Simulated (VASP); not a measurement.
# GaSe4 (P-42_1c) in VASP: a series of runs

The runs below take GaSe4 through single point, with PBE.

All numbers are computed with VASP 6.6.1; they aren't measurements. Logs are shortened: lines on timing, memory, paths and dates and some standing lists are left out, and cuts for length are marked.

## 1. The cell of the first run

Symmetry: P-42_1c, No. 114, tetragonal system. The conventional cell has a = 5.674 Å, b = 5.674 Å, c = 7.649 Å, α = 90.00°, β = 90.00°, γ = 90.00°. Ga (site symmetry -4) has 4 Se at 2.52 Å within 3.3 Å. Se (site symmetry 1) has 1 Se at 2.35 Å and 1 Ga at 2.52 Å within 3.1 Å.

## 2. Single point, PBE

Contents of INCAR:

```
SYSTEM = GaSe4
PREC = Accurate ; ENCUT = 520
EDIFF = 1E-7 ; ISMEAR = 0
SIGMA = 0.2 ; LREAL = .False.
LASPH = .True. ; NELM = 80
ALGO = Normal ; ISIF = 2
LWAVE = .False. ; LCHARG = .False.
GGA = PE ; NBANDS = 48
```

Contents of KPOINTS:

```
regular mesh
0
Gamma
  3 3 3
  0 0 0
```

Contents of POSCAR:

```
GaSe4
1.0
    5.6738647338      0.0000000000      0.0000000000
    0.0000000000      5.6738647338      0.0000000000
    0.0000000000      0.0000000000      7.6487821954
Ga Se
2 8
Direct
    0.5000000000      0.5000000000      0.5000000000
    0.0000000000      0.0000000000      0.0000000000
    0.8315684027      0.3789229614      0.8815029062
    0.8789229614      0.3315684027      0.3815029062
    0.1210770386      0.6684315973      0.3815029062
    0.6210770386      0.8315684027      0.1184970938
    0.3315684027      0.1210770386      0.6184970938
    0.6684315973      0.8789229614      0.6184970938
    0.1684315973      0.6210770386      0.8815029062
    0.3789229614      0.1684315973      0.1184970938
```

Potentials or basis: VASP PAW PBE potentials, release 64 (Ga_d, Se).

Launch:

```bash
$ cat potpaw_PBE.64/Ga_d/POTCAR potpaw_PBE.64/Se/POTCAR > POTCAR
$ mpirun -np 1 vasp_std > vasp.out
```

OUTCAR:

```text
SYSTEM = GaSe4
   PREC = Accurate
   ENCUT = 520
   EDIFF = 1E-7
   ISMEAR = 0
   LREAL = .False.
   LASPH = .True.
   NELM = 80
   ISIF = 2
   GGA = PE

 ion  position               nearest neighbor table
   1  0.500  0.500  0.500-   4 2.52   5 2.52   7 2.52   8 2.52
   2  0.000  0.000  0.000-   3 2.52   6 2.52   9 2.52  10 2.52
   3  0.832  0.379  0.882-   9 2.35   2 2.52
   4  0.879  0.332  0.382-   5 2.35   1 2.52
   5  0.121  0.668  0.382-   4 2.35   1 2.52
   6  0.621  0.832  0.118-  10 2.35   2 2.52
   7  0.332  0.121  0.618-   8 2.35   1 2.52
   8  0.668  0.879  0.618-   7 2.35   1 2.52
   9  0.168  0.621  0.882-   3 2.35   2 2.52
  10  0.379  0.168  0.118-   6 2.35   2 2.52

  LATTYP: Found a simple tetragonal cell.
 ALAT       =     5.6738647338
 C/A-ratio  =     1.3480727078

  Lattice vectors:

 A1 = (   5.6738647338,   0.0000000000,   0.0000000000)
 A2 = (   0.0000000000,   5.6738647338,   0.0000000000)
 A3 = (   0.0000000000,   0.0000000000,   7.6487821954)

Analysis of symmetry for initial positions (statically):
=====================================================================
 Subroutine PRICEL returns:
 Original cell was already a primitive cell.

 Routine SETGRP: Setting up the symmetry group for a
 simple tetragonal supercell.

 Subroutine GETGRP returns: Found  8 space group operations
 (whereof  4 operations were pure point group operations)
 out of a pool of 16 trial point group operations.

The static configuration has the point symmetry S_4 .
 The point group associated with its full space group is D_2d.

Analysis of symmetry for dynamics (positions and initial velocities):
=====================================================================
 Subroutine PRICEL returns:
 Original cell was already a primitive cell.

 Routine SETGRP: Setting up the symmetry group for a
 simple tetragonal supercell.

 Subroutine GETGRP returns: Found  8 space group operations
 (whereof  4 operations were pure point group operations)
 out of a pool of 16 trial point group operations.

The dynamic configuration has the point symmetry S_4 .
 The point group associated with its full space group is D_2d.

 Subroutine INISYM returns: Found  8 space group operations
 (whereof  4 operations are pure point group operations),
 and found     1 'primitive' translations

----------------------------------------------------------------------------------------

                                     Primitive cell

  volume of cell :     246.2353

  direct lattice vectors                    reciprocal lattice vectors
     5.673864734  0.000000000  0.000000000     0.176246711  0.000000000  0.000000000
     0.000000000  5.673864734  0.000000000     0.000000000  0.176246711  0.000000000
     0.000000000  0.000000000  7.648782195     0.000000000  0.000000000  0.130739767

  length of vectors
     5.673864734  5.673864734  7.648782195     0.176246711  0.176246711  0.130739767

  position of ions in fractional coordinates (direct lattice)
     0.500000000  0.500000000  0.500000000
     0.000000000  0.000000000  0.000000000
     0.831568403  0.378922961  0.881502906
     0.878922961  0.331568403  0.381502906
     0.121077039  0.668431597  0.381502906
     0.621077039  0.831568403  0.118497094
     0.331568403  0.121077039  0.618497094
     0.668431597  0.878922961  0.618497094
     0.168431597  0.621077039  0.881502906
     0.378922961  0.168431597  0.118497094

  ion indices of the primitive-cell ions
   primitive index   ion index
                 1           1
                 2           2
                 3           3
                 4           4
                 5           5
                 6           6
                 7           7
                 8           8
                 9           9
                10          10

----------------------------------------------------------------------------------------

 KPOINTS: regular mesh

Automatic generation of k-mesh.
 Grid dimensions read from file:
 generate k-points for:    3    3    3

 Generating k-lattice:

  Cartesian coordinates                     Fractional coordinates (reciprocal lattice)
     0.058748904  0.000000000  0.000000000     0.333333333  0.000000000  0.000000000
     0.000000000  0.058748904  0.000000000     0.000000000  0.333333333  0.000000000
     0.000000000  0.000000000  0.043579922     0.000000000  0.000000000  0.333333333

  Length of vectors
     0.058748904  0.058748904  0.043579922

  Shift w.r.t. Gamma in fractional coordinates (k-lattice)
     0.000000000  0.000000000  0.000000000

 Subroutine IBZKPT returns following result:
 ===========================================

 Found      6 irreducible k-points:

 Following reciprocal coordinates:
            Coordinates               Weight
  0.000000  0.000000  0.000000      1.000000
  0.333333  0.000000  0.000000      4.000000
  0.333333  0.333333  0.000000      4.000000
  0.000000  0.000000  0.333333      2.000000
  0.333333  0.000000  0.333333      8.000000
  0.333333  0.333333  0.333333      8.000000
   k-points           NKPTS =      6   k-points in BZ     NKDIM =      6   number of bands    NBANDS=     48
   number of dos      NEDOS =    301   number of ions     NIONS =     10
   total plane-waves  NPLWV = 105840
   dimension x,y,z NGX =    42 NGY =   42 NGZ =   60
   dimension x,y,z NGXF=    84 NGYF=   84 NGZF=  120
   ions per type =               2   8
   NGX,Y,Z   is equivalent  to a cutoff of  12.31, 12.31, 13.04 a.u.
   NGXF,Y,Z  is equivalent  to a cutoff of  24.61, 24.61, 26.08 a.u.
 SYSTEM =  GaSe4
   PREC   = accura    normal or accurate (medium, high low for compatibility)
   ISTART =      0    job   : 0-new  1-cont  2-samecut
   ICHARG =      2    charge: 1-file 2-atom 10-const
   ISPIN  =      1    spin polarized calculation?
   LNONCOLLINEAR =      F non collinear calculations
   LSORBIT =      F    spin-orbit coupling
   LASPH  =      T    aspherical Exc in radial PAW
   ENCUT  =  520.0 eV  38.22 Ry    6.18 a.u.  10.55 10.55 14.22*2*pi/ulx,y,z
   NELM   =     80;   NELMIN=  2; NELMDL= -5     # of ELM steps
   EDIFF  = 0.1E-06   stopping-criterion for ELM
   LREAL  =      F    real-space projection
   EDIFFG = 0.1E-05   stopping-criterion for IOM
   NSW    =      0    number of steps for IOM
   IBRION =     -1    ionic relax: 0-MD 1-quasi-New 2-CG
   NFREE  =      0    steps in history (QN), initial steepest desc. (CG)
   ISIF   =      2    stress and relaxation
   ISYM   =      2    0-nonsym 1-usesym 2-fastsym
   POTIM  = 0.5000    time-step for ionic-motion
   TEBEG  =    0.0;   TEEND  =   0.0 temperature during run
   PSTRESS=    0.0 pullay stress
   NELECT =      74.0000    total number of electrons
   NUPDOWN=      -1.0000    fix difference up-down
   EMIN   =  10.00;   EMAX   =-10.00  energy-range for DOS
   EFERMI =   0.00;   METHOD = LEGACY
   ISMEAR =     0;   SIGMA  =   0.20  broadening in eV -4-tet -1-fermi 0-gaus
   EFERMI_NEDOS =   21; number of points for ismear=-14 and -15
   IALGO  =     38    algorithm
   IMIX   =      4    mixing-type and parameters
     AMIX     =   0.40;   BMIX     =  1.00
     AMIX_MAG =   1.60;   BMIX_MAG =  1.00
  volume/ion in A,a.u.               =      24.62       166.17
  Fermi-wavevector in a.u.,A,eV,Ry     =   1.096567  2.072212 16.360462  1.202460
  Thomas-Fermi vector in A             =   2.232912
   LORBIT       =      0    0 simple, 1 ext, 2 COOP (PROOUT), +10 PAW based schemes
   GGA     = PE    functional components
   LHFCALC =     F    Hartree Fock is set to
   AEXX    =    0.0000 exact exchange contribution
   IVDW    =     0    specifies the selected vdW correction
   LEPSILON=     F    determine dielectric tensor
   LRPA    =     F    only Hartree local field effects (RPA)
 non-spin polarized calculation
 Gauss-broadening in eV      SIGMA  =   0.20
  energy-cutoff  :      520.00
  volume of cell :      246.24
 maximum number of plane-waves:      6665
 NGX is ok and might be reduce to    42
   NGX = 21   NGY = 21   NGZ = 29

 number of electron      74.0000048 magnetization

 Free energy of the ion-electron system (eV)
  ---------------------------------------------------
  ext. energy  EPLUGINS =         0.00000000
  ---------------------------------------------------
  free energy    TOTEN  =       -34.84514633 eV

  energy without entropy =      -34.71930135  energy(sigma->0) =      -34.78222384

 E-fermi :   3.3152     XC(G=0):  -9.4285

 val. band max:        3.3001003549   @ k =   0.3333   0.0000   0.3333
 cond. band min:       3.4010129749   @ k =   0.3333   0.3333   0.0000
 fundamental gap:      0.1009126199
 Fermi energy:         3.3152060034

 k-point     1 :       0.0000    0.0000    0.0000
  band No.  band energies     occupation
      1     -11.9142      2.00000
      2     -11.8068      2.00000
      3     -11.7985      2.00000
      4     -11.7342      2.00000
      5     -11.6598      2.00000
      6     -11.6598      2.00000
[... 40 lines left out ...]
     47       8.4957      0.00000
     48       8.4957      0.00000

 k-point     2 :       0.3333    0.0000    0.0000
  band No.  band energies     occupation
      1     -11.8136      2.00000
      2     -11.7907      2.00000
      3     -11.7559      2.00000
      4     -11.7230      2.00000
      5     -11.6633      2.00000
      6     -11.6624      2.00000
[... 40 lines left out ...]
     47       8.2023      0.00000
     48       9.0234      0.00000

 k-point     3 :       0.3333    0.3333    0.0000
  band No.  band energies     occupation
      1     -11.7568      2.00000
      2     -11.7555      2.00000
      3     -11.7315      2.00000
      4     -11.7241      2.00000
      5     -11.6785      2.00000
      6     -11.6712      2.00000
[... 40 lines left out ...]
     47       8.0878      0.00000
     48       8.8285      0.00000

 k-point     4 :       0.0000    0.0000    0.3333
  band No.  band energies     occupation
      1     -11.8645      2.00000
      2     -11.8174      2.00000
      3     -11.7841      2.00000
      4     -11.7481      2.00000
      5     -11.6577      2.00000
      6     -11.6577      2.00000
[... 40 lines left out ...]
     47       9.0352      0.00000
     48       9.0352      0.00000

 k-point     5 :       0.3333    0.0000    0.3333
  band No.  band energies     occupation
      1     -11.8112      2.00000
      2     -11.7856      2.00000
      3     -11.7525      2.00000
      4     -11.7240      2.00000
      5     -11.6634      2.00000
      6     -11.6619      2.00000
[... 40 lines left out ...]
     47       8.4489      0.00000
     48       9.0126      0.00000

 k-point     6 :       0.3333    0.3333    0.3333
  band No.  band energies     occupation
      1     -11.7571      2.00000
      2     -11.7566      2.00000
      3     -11.7286      2.00000
      4     -11.7251      2.00000
      5     -11.6769      2.00000
      6     -11.6733      2.00000
[... 40 lines left out ...]
     47       8.5478      0.00000
     48       8.8782      0.00000

------------------------ aborting loop because EDIFF is reached ----------------------------------------

  FORCE on cell =-STRESS in cart. coord.  units (eV):
  Direction    XX          YY          ZZ          XY          YZ          ZX
  --------------------------------------------------------------------------------------
  -------------------------------------------------------------------------------------
  Total        0.0945946      0.0945946      0.7023281      0.0000000      0.0000000      0.0000000
  in kB        0.6154982      0.6154982      4.5698337      0.0000000      0.0000000      0.0000000
  external PRESSURE =       1.9336100 kB  Pullay stress =       0.0000000 kB

 VOLUME and BASIS-vectors are now :
 -----------------------------------------------------------------------------
  energy-cutoff  :      520.00
  volume of cell :      246.24
      direct lattice vectors                 reciprocal lattice vectors
     5.673864734  0.000000000  0.000000000     0.176246711  0.000000000  0.000000000
     0.000000000  5.673864734  0.000000000     0.000000000  0.176246711  0.000000000
     0.000000000  0.000000000  7.648782195     0.000000000  0.000000000  0.130739767

 POSITION                                       TOTAL-FORCE (eV/Angst)
 -----------------------------------------------------------------------------------
      2.83693      2.83693      3.82439         0.000000     -0.000000      0.000000
      0.00000      0.00000      0.00000         0.000000     -0.000000      0.000000
      4.71821      2.14996      6.74242        -0.029369     -0.002601     -0.001828
      4.98689      1.88127      2.91803        -0.002601     -0.029369     -0.001828
      0.68697      3.79259      2.91803         0.002601      0.029369     -0.001828
      3.52391      4.71821      0.90636         0.002601     -0.029369      0.001828
      1.88127      0.68697      4.73075        -0.029369      0.002601      0.001828
      3.79259      4.98689      4.73075         0.029369     -0.002601      0.001828
      0.95566      3.52391      6.74242         0.029369      0.002601     -0.001828
      2.14996      0.95566      0.90636        -0.002601      0.029369      0.001828
 -----------------------------------------------------------------------------------
    total drift:                               -0.000000     -0.000000     -0.000000

  FREE ENERGIE OF THE ION-ELECTRON SYSTEM (eV)
  ---------------------------------------------------
  free  energy   TOTEN  =       -34.8451463306 eV

  energy  without entropy=      -34.7193013530  energy(sigma->0) =      -34.78222384
```

Run time: 49 s. Hardware: 1 thread of AMD EPYC 9R45 (Zen 5), shared host; peak memory 0.29 GiB.

What came out:

| Quantity | Value |
| --- | --- |
| Free energy | -34.8451 eV |
| Pressure | 0.2 GPa |
| Largest force | 0.030 eV/Å |
| Band gap on the k mesh | zero (band 37 reaches 3.66 eV, above the bottom of band 38 at 2.92 eV) |

Forces in eV/Å, atoms in the order of the input:
```
Ga   0.000  0.000  0.000
Ga   0.000  0.000  0.000
Se  -0.029 -0.003 -0.002
Se  -0.003 -0.029 -0.002
Se   0.003  0.029 -0.002
Se   0.003 -0.029  0.002
Se  -0.029  0.003  0.002
Se   0.029 -0.003  0.002
Se   0.029  0.003 -0.002
Se  -0.003  0.029  0.002
```

Stress tensor (GPa, compression positive):
```
0.06 0.00 0.00
0.00 0.06 0.00
0.00 0.00 0.46
```

Levels at points of the mesh, in eV from the Fermi level:
```csv
k point,band 34,band 35,band 36,band 37,band 38,band 39,band 40,band 41
"(0.00, 0.00, 0.00)",-1.35,-0.72,0.09,0.17,0.17,1.52,1.52,2.02
```

Caveat: the k points lie up to 0.37 Å⁻¹ apart.

## 3. Single point, PBE

This run uses another cell than the first one, of 27.78 Å³/atom, 1.128 times its volume.

Contents of INCAR:

```
SYSTEM = GaSe4
  PREC = Accurate
  ENCUT = 520
  EDIFF = 1E-6
  ISMEAR = 0
  SIGMA = 0.1
  LREAL = .False.
  LASPH = .True.
  NELM = 100
  ALGO = Normal
  ISIF = 2
  LWAVE = .False.
  LCHARG = .False.
  GGA = PE
  NBANDS = 48
```

Contents of KPOINTS:

```
regular mesh
0
Gamma
  6 6 4
  0 0 0
```

Contents of POSCAR:

```
GaSe4
1.0
    5.3397520420      0.0000000000      0.0000000000
    0.0000000000      5.3397520420      0.0000000000
    0.0000000000      0.0000000000      9.7446081482
Ga Se
2 8
Direct
    0.5000000000      0.5000000000      0.5000000000
    0.0000000000      0.0000000000      0.0000000000
    0.8136720726      0.3783960148      0.8934652806
    0.8783960148      0.3136720726      0.3934652806
    0.1216039852      0.6863279274      0.3934652806
    0.6216039852      0.8136720726      0.1065347194
    0.3136720726      0.1216039852      0.6065347194
    0.6863279274      0.8783960148      0.6065347194
    0.1863279274      0.6216039852      0.8934652806
    0.3783960148      0.1863279274      0.1065347194
```

Potentials or basis: VASP PAW PBE potentials, release 64 (Ga_d, Se).

Launch:

```bash
$ cat potpaw_PBE.64/Ga_d/POTCAR potpaw_PBE.64/Se/POTCAR > POTCAR
$ mpirun -np 1 vasp_std > vasp.out
```

Wall time 7.8 min (1 thread of Oxide Virtual Turin-like, shared host); peak memory 0.47 GiB.

The run converged. Its results:

```
Free energy            : -34.9748 eV
Pressure               : 0.1 GPa
Largest force          : 0.032 eV/Å
Band gap on the k mesh : zero (band 37 reaches 2.52 eV, above the bottom of band 38 at 1.67 eV)
```

Forces on the atoms (eV/Å):
```
Ga   0.000  0.000  0.000
Ga   0.000  0.000  0.000
Se  -0.031 -0.002 -0.008
Se  -0.002 -0.031 -0.008
Se   0.002  0.031 -0.008
Se   0.002 -0.031  0.008
Se  -0.031  0.002  0.008
Se   0.031 -0.002  0.008
Se   0.031  0.002 -0.008
Se  -0.002  0.031  0.008
```

Stress tensor (GPa, compression positive):
```
0.16 0.00 0.00
0.00 0.16 0.00
0.00 0.00 0.06
```

Levels at points of the mesh, in eV from the Fermi level:
| k point | band 35 | band 36 | band 37 | band 38 | band 39 | band 40 |
| --- | --- | --- | --- | --- | --- | --- |
| (0.00, 0.00, 0.00) | -0.58 | -0.58 | -0.40 | -0.40 | 2.06 | 2.06 |
| (0.50, 0.00, 0.00) | -0.38 | -0.38 | 0.07 | 0.07 | 1.79 | 1.79 |
| (0.50, 0.50, 0.00) | -0.55 | -0.55 | 0.34 | 0.34 | 1.60 | 1.60 |
| (0.00, 0.00, 0.50) | -0.52 | -0.52 | -0.51 | -0.51 | 2.31 | 2.31 |
| (0.50, 0.00, 0.50) | -0.38 | -0.38 | -0.07 | -0.07 | 2.08 | 2.08 |
| (0.50, 0.50, 0.50) | -0.56 | -0.56 | 0.03 | 0.03 | 1.86 | 1.86 |
